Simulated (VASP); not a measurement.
Write the native input for VASP 6.6.1 that does the following.

| Item | Value |
| --- | --- |
| Task | single point |
| Functional | PBEsol |
| Potentials or basis | VASP PAW PBE potentials, release 64 (Cd, Au) |
| Cutoff | 520 eV |
| k mesh | 10 × 10 × 10 |
| Occupations | fermi-dirac, width 0.08 eV |
| Spin | no spin polarisation |
| Dipole correction | no |
| Further INCAR settings | ALGO = Normal; EDIFF = 1e-06; NBANDS = 18 |

The structure of CdAu lies in POSCAR:

```
CdAu
1.0
    3.3172207636      0.0000000000      0.0000000000
    0.0000000000      3.3172207636      0.0000000000
    0.0000000000      0.0000000000      3.3172207636
Cd Au
1 1
Direct
    0.5000000000      0.5000000000      0.5000000000
    0.0000000000      0.0000000000      0.0000000000
```

One way to write it, as run:

INCAR

```
PREC = Accurate
ENCUT = 520
EDIFF = 1E-6
ISMEAR = -1
SIGMA = 0.08
LREAL = F
LASPH = T
NELM = 100
ALGO = Normal
ISIF = 2
LWAVE = F
LCHARG = F
GGA = PS
NBANDS = 18
```

KPOINTS

```
Automatic mesh
0
Gamma
  10 10 10
```

Potentials or basis: VASP PAW PBE potentials, release 64 (Cd, Au).

Launch:

```sh
$ cat potpaw_PBE.64/Cd/POTCAR potpaw_PBE.64/Au/POTCAR > POTCAR
$ mpirun -np 1 vasp_std > vasp.out
```

It gave:

| Property | Result |
| --- | --- |
| Pressure | 0.5 GPa |

Caveat: the PAW data sets were made with another functional, which shifts forces and pressure a little.

It took 28 s on 1 thread of Intel(R) Xeon(R) Platinum 8488C (Sapphire Rapids) (shared host), peak memory 0.18 GiB.
